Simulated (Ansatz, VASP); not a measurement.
**TiN: VASP beside Ansatz**

Contents of INCAR:

```
SYSTEM = TiN
  PREC = Accurate
  ENCUT = 600
  EDIFF = 1E-6
  ISMEAR = -1
  SIGMA = 0.05
  LREAL = .FALSE.
  LASPH = .TRUE.
  NELM = 120
  ALGO = Normal
  ISIF = 2
  LWAVE = .FALSE.
  LCHARG = .TRUE.
  GGA = PS
  LELF = .TRUE.
  LVHAR = .TRUE.
  NBANDS = 16
  GGA_COMPAT = .FALSE.
```

The input KPOINTS:

```
Automatic mesh
0
G
  13 13 13
  0 0 0
```

POSCAR

```
TiN
1.0
    0.0000000000      2.0786817227      2.0786817227
    2.0786817227      0.0000000000      2.0786817227
    2.0786817227      2.0786817227      0.0000000000
Ti N
1 1
Direct
    0.0000000000      0.0000000000      0.0000000000
    0.5000000000      0.5000000000      0.5000000000
```

Input for Ansatz:

```yaml
crystal:
  lattice:
    - [0.0, 2.0786817227, 2.0786817227]
    - [2.0786817227, 0.0, 2.0786817227]
    - [2.0786817227, 2.0786817227, 0.0]
  atoms:
    - { symbol: Ti, position: [0.0, 0.0, 0.0] }
    - { symbol: "N", position: [0.5, 0.5, 0.5] }
kpoints:
  mp_grid: { grid: [13, 13, 13] }
  band_path:
    path:
      - [0.0, 0.0, 0.0]
      - [0.5, 0.0, 0.5]
      - [0.625, 0.25, 0.625]
      - [0.375, 0.375, 0.75]
      - [0.0, 0.0, 0.0]
      - [0.5, 0.5, 0.5]
      - [0.5, 0.25, 0.75]
      - [0.5, 0.0, 0.5]
    npoints: 5
scf:
  occupations: { method: fermi_dirac, width: 0.05 }
hamiltonian:
  xc: pbesol
  pseudopotentials: { kind: all_electron, lapw: { basis_error: 0.0005 } }
output:
  forces: true
  stress: true
  eigenvalues: true
```

Change from the starting cell: volume scaled by 0.94.

Alike in both runs: task single point; functional PBEsol; k mesh 13 × 13 × 13; occupations fermi-dirac, width 0.05 eV; no spin polarisation.

|  | VASP | Ansatz |
| --- | --- | --- |
| version | VASP 6.6.1 | Ansatz 0.2.0 |
| potentials or method | VASP PAW PBE potentials, release 64 (Ti_sv, N), cutoff 600 eV | all-electron LAPW, scalar-relativistic |

Ansatz gave:

```
pressure (GPa) : 10.8
```

Estimate VASP's values.

pressure (GPa): 11.1.

VASP's potentials were made for PBE, not for PBEsol. Ansatz ran all-electron here, and VASP with PAW potentials.
